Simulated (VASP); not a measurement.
Cd, 3 atoms in the cell. Symmetry: P6/mmm, No. 191, hexagonal system. The conventional cell has a = 5.760 Å, b = 5.760 Å, c = 3.332 Å, α = 90.00°, β = 90.00°, γ = 120.00°. Within 4.4 Å of Cd (site symmetry 6/mmm) lie 14 Cd at 3.33 to 3.72 Å. Within 4.4 Å of Cd (site symmetry -6m2) lie 11 Cd at 3.33 to 3.72 Å. This isn't the form of Cd at room conditions, which is hcp.

| Item | Value |
| --- | --- |
| Program | VASP 6.6.1 |
| Task | single point |
| Functional | BLYP |
| Potentials or basis | VASP PAW PBE potentials, release 64 (Cd) |
| Cutoff | 520 eV |
| k mesh | 8 × 8 × 11 |
| Occupations | fermi-dirac, width 0.1 eV |
| Spin | no spin polarisation |
| Dipole correction | no |
| Further INCAR settings | ALGO = Normal; EDIFF = 1e-06; NBANDS = 25 |

Potentials or basis: VASP PAW PBE potentials, release 64 (Cd).

Command:

```console
$ cat potpaw_PBE.64/Cd/POTCAR > POTCAR
$ mpirun -np 1 vasp_std > vasp.out
```

Hardware: 1 thread of Intel(R) Xeon(R) 6975P-C (Granite Rapids) (shared host).

Question: Estimate the wall time of this run.

Answer: It took 60 s on 1 thread of Intel(R) Xeon(R) 6975P-C (Granite Rapids) (shared host), peak memory 0.29 GiB. Counts: scf iterations 11, k points 60.
